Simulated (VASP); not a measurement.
The system is Ru.

```
Ru
1.0
     2.51758   -1.66393    0.00000
     2.51758    1.66393    0.00000
     0.00000    0.00000    6.78758
Ru
4
Direct
  0.85000 0.15000 0.11700
  0.65000 0.35000 0.61700
  0.15000 0.85000 0.88300
  0.35000 0.65000 0.38300
```

* Program: VASP 6.6.1
* Task: relaxation of cell and atoms
* Functional: PBEsol
* Potentials or basis: VASP PAW PBE potentials, release 64 (Ru_pv)
* Cutoff: 600 eV
* k mesh: 6 × 6 × 4
* Occupations: gaussian, width 0.1 eV
* Spin: no spin polarisation

At the start: pressure 60.0 GPa; volume 14.22 Å³/atom.

Task: Where does the relaxation end?

Result: Over 38 steps the energy falls by 2208.2 meV/atom and the volume is 13.40 Å³/atom (-5.7 %); space group Cmce (No. 64, to 0.1 Å) before, Fm-3m (No. 225, to 0.1 Å).

Step by step:
```tsv
step	energy change (eV)	largest force (eV/Å)	pressure (GPa)	volume (Å³)
1	0.0000	13.6702	59.95	56.87
2	-1.2804	0.0406	-14.62	105.41
3	-1.4365	0.1540	-15.78	102.40
4	-1.5992	0.2581	-17.04	99.46
5	-3.4591	0.3845	-21.83	77.27
6	-4.5053	1.3334	-13.50	66.82
7	-4.5164	1.6192	1.01	61.78
8	-4.5841	1.5250	-8.13	64.52
9	-7.7657	0.8507	-15.06	59.91
10	-8.2531	0.7779	-9.79	58.00
11	-8.3118	0.8356	-6.32	57.17
12	-8.3358	0.6926	15.22	52.99
13	-8.3997	0.7626	4.37	54.84
14	-8.4529	0.6154	-2.26	55.21
15	-8.4540	0.5355	-1.21	55.14
16	-8.5064	0.5599	0.38	54.62
17	-8.6660	0.6005	6.38	53.07
18	-8.3554	0.9188	29.41	50.03
19	-8.6899	0.5756	9.01	52.58
20	-8.7010	0.4132	13.96	51.75
21	-8.7049	0.5006	12.04	52.04
22	-8.7131	0.4708	11.87	52.05
23	-8.7333	0.3682	11.39	52.07
24	-8.7501	0.1697	10.79	52.10
25	-8.7666	0.1659	9.14	52.33
26	-8.8017	0.1553	4.25	53.01
27	-8.8091	0.1381	-4.52	54.38
28	-8.8158	0.1444	-1.16	53.83
29	-8.8186	0.1416	-1.06	53.81
30	-8.8254	0.1313	-0.71	53.75
31	-8.8311	0.1025	0.05	53.62
32	-8.8311	0.1012	0.10	53.61
33	-8.8315	0.0882	-0.02	53.62
34	-8.8325	0.0478	-0.26	53.66
35	-8.8323	0.0384	-0.74	53.73
36	-8.8327	0.0140	-0.48	53.69
37	-8.8328	0.0120	0.40	53.55
38	-8.8329	0.0098	0.05	53.61
```

Final structure:
```
CELL_PARAMETERS angstrom
1.89320 -1.89118 0.00000
1.89320 1.89118 0.00000
0.00000 0.00000 7.48614
ATOMIC_POSITIONS crystal
Ru 0.75029 0.24971 0.12497
Ru 0.74971 0.25029 0.62497
Ru 0.24971 0.75029 0.87503
Ru 0.25029 0.74971 0.37503
```

Caveat: the k points lie up to 0.39 Å⁻¹ apart in the final cell, too coarse for converged energies and pressures of a metal; the PAW data sets were made with another functional, which shifts forces and pressure a little.
